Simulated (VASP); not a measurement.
Here is a VASP 6.6.1 calculation.

INCAR

```
SYSTEM = BeTe
PREC = Accurate
ENCUT = 600
EDIFF = 1E-6
ISMEAR = 0
SIGMA = 0.01
LREAL = .FALSE.
LASPH = .TRUE.
NELM = 120
ALGO = Normal
ISIF = 2
LWAVE = .FALSE.
LCHARG = .FALSE.
GGA = PE
NBANDS = 11
GGA_COMPAT = .FALSE.
```

KPOINTS

```
regular mesh
0
G
  6 6 6
  0 0 0
```

The input POSCAR:

```
BeTe
1.0
    0.0000000000      2.8874154146      2.8874154146
    2.8874154146      0.0000000000      2.8874154146
    2.8874154146      2.8874154146      0.0000000000
Be Te
1 1
Direct
    0.0000000000      0.0000000000      0.0000000000
    0.2500000000      0.2500000000      0.2500000000
```

Potentials or basis: VASP PAW PBE potentials, release 64 (Be, Te).

Run with:

```sh
$ cat potpaw_PBE.64/Be/POTCAR potpaw_PBE.64/Te/POTCAR > POTCAR
$ mpirun -np 1 vasp_std > vasp.out
```

(1) Predict the band gap on the k mesh.

(2) Predict the pressure.

Results:

(1) 2.15 eV, indirect (least direct gap 3.29 eV).

(2) -2.8 GPa.

Caveat: spin-orbit coupling is left out, which moves the levels of the heavy elements.
